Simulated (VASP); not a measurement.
Wanted: the native input for a VASP 6.6.1 run.

* Task: single point
* Functional: r2SCAN
* Potentials or basis: VASP PAW PBE potentials, release 64 (Cu_sv_GW, O)
* Cutoff: 900 eV
* k mesh: 6 × 6 × 6
* Occupations: gaussian, width 0.02 eV
* Spin: no spin polarisation
* Dipole correction: no
* Further INCAR settings: ALGO = Normal; EDIFF = 1e-06; NBANDS = 53

Crystal: Cu2O.

```xyz
6
Lattice="4.1591 0.0000 0.0000 0.0000 4.1591 0.0000 0.0000 0.0000 4.1591" Properties=species:S:1:pos:R:3 pbc="T T T"
Cu    1.0398    1.0398    1.0398
Cu    1.0398    3.1194    3.1194
Cu    3.1194    3.1194    1.0398
Cu    3.1194    1.0398    3.1194
O     0.0000    0.0000    0.0000
O     2.0796    2.0796    2.0796
```

One way to write it, as run:

POSCAR

```
Cu2O
1.0
    4.1591357796      0.0000000000      0.0000000000
    0.0000000000      4.1591357796      0.0000000000
    0.0000000000      0.0000000000      4.1591357796
Cu O
4 2
Direct
    0.2500000000      0.2500000000      0.2500000000
    0.2500000000      0.7500000000      0.7500000000
    0.7500000000      0.7500000000      0.2500000000
    0.7500000000      0.2500000000      0.7500000000
    0.0000000000      0.0000000000      0.0000000000
    0.5000000000      0.5000000000      0.5000000000
```

INCAR.step1

```
ALGO     = Normal         # electronic algorithm
EDIFF    = 1E-5           # SCF threshold, eV
ENCUT    = 900            # plane-wave cutoff, eV
GGA      = PE             # functional
GGA_COMPAT= False        
ISMEAR   = 0              # smearing method
LASPH    = True           # aspherical terms in the spheres
LCHARG   = False          # write CHGCAR
LREAL    = False          # projectors in reciprocal space
LWAVE    = True           # write WAVECAR
NBANDS   = 53             # bands
NELM     = 120            # most SCF steps
PREC     = Accurate       # precision mode
SIGMA    = 0.02           # smearing width, eV
```

INCAR.step2

```
ALGO     = Normal         # electronic algorithm
EDIFF    = 1E-6           # SCF threshold, eV
ENCUT    = 900            # plane-wave cutoff, eV
GGA_COMPAT= False        
ISIF     = 2              # what is computed and relaxed
ISMEAR   = 0              # smearing method
ISTART   = 1            
LASPH    = True           # aspherical terms in the spheres
LCHARG   = False          # write CHGCAR
LMIXTAU  = True         
LREAL    = False          # projectors in reciprocal space
LWAVE    = False          # write WAVECAR
METAGGA  = R2SCAN         # meta-GGA
NBANDS   = 53             # bands
NELM     = 120            # most SCF steps
PREC     = Accurate       # precision mode
SIGMA    = 0.02           # smearing width, eV
```

KPOINTS

```
k-points
0
Gamma
  6 6 6
```

Potentials or basis: VASP PAW PBE potentials, release 64 (Cu_sv_GW, O).

Command:

```bash
$ cat potpaw_PBE.64/Cu_sv_GW/POTCAR potpaw_PBE.64/O/POTCAR > POTCAR
$ cp INCAR.step1 INCAR
$ mpirun -np 1 vasp_std > vasp.out
$ cp INCAR.step2 INCAR
$ mpirun -np 1 vasp_std > vasp.out
```

It gave:

| Item | Value |
| --- | --- |
| Pressure | 8.9 GPa |
| Band gap on the k mesh | 0.95 eV |

Caveat: the cell stands under pressure; the PAW data sets were made with another functional, which shifts forces and pressure a little.

Run time: 14 min on 1 thread of Intel(R) Xeon(R) Platinum 8259CL CPU @ 2.50GHz (Skylake/Cascade Lake), with other jobs on the host, peak memory 0.38 GiB.
